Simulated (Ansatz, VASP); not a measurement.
Two plane-wave programs on Ir

File INCAR:

```
SYSTEM = Ir
ALGO = Fast
EDIFF = 1E-6
ENCUT = 520
GGA = PS
ISIF = 2
ISMEAR = 0
LASPH = .TRUE.
LCHARG = .TRUE.
LELF = .TRUE.
LREAL = .FALSE.
LVHAR = .TRUE.
LWAVE = .FALSE.
NBANDS = 10
NELM = 100
PREC = Accurate
SIGMA = 0.15
```

Contents of KPOINTS:

```
k-points
0
G
  22 22 22
  0 0 0
```

Contents of POSCAR:

```
Ir
1.0
    0.0000000000      1.9964880000      2.0732760000
    1.9964880000      0.0000000000      2.0732760000
    1.9964880000      1.9964880000      0.0000000000
Ir
1
Direct
    0.0000000000      0.0000000000      0.0000000000
```

Input for Ansatz:

```yaml
crystal:
  lattice:
    - [0.0, 1.996488, 2.073276]
    - [1.996488, 0.0, 2.073276]
    - [1.996488, 1.996488, 0.0]
  atoms:
    - { symbol: Ir, position: [0.0, 0.0, 0.0] }
basis:
  ecutwfc: 420
kpoints:
  mp_grid: { grid: [22, 22, 22] }
hamiltonian:
  xc: pbesol
scf:
  occupations: { method: gaussian, width: 0.15 }
output:
  forces: true
  stress: true
  eigenvalues: true
```

Change from the starting cell: strain +0.040 along x and y, +0.080 along z, atoms carried along.

Alike in both runs: task single point; functional PBEsol; k mesh 22 × 22 × 22; occupations gaussian, width 0.15 eV; no spin polarisation.

|  | VASP | Ansatz |
| --- | --- | --- |
| version | VASP 6.6.1 | Ansatz 0.2.0 |
| potentials or method | VASP PAW PBE potentials, release 64 (Ir), cutoff 520 eV | scalar-relativistic, plane waves, PAW |
| valence electrons in the cell | 9 | 17 |

|  | VASP | Ansatz | Ansatz less VASP |
| --- | --- | --- | --- |
| gap on the k mesh at the Fermi level (eV) | none | none | - |
| pressure (GPa) | -40.7 | -41.1 | -0.36 |
| traceless stress, the component that is largest in VASP (GPa) | -5.94 | -5.98 | -0.039 |

VASP's potentials were made for PBE, not for PBEsol. A gap of «none» marks a metal or a gap that the smearing closes. Both programs put the cell under strong tension, so it lies far from rest at this level. VASP's potentials hold 9 valence electrons a cell and Ansatz's 17, so a difference there can come from the potentials and not from the codes.

Spin-orbit coupling is off throughout. Noted on VASP's run: the cell as given lies far from equilibrium.
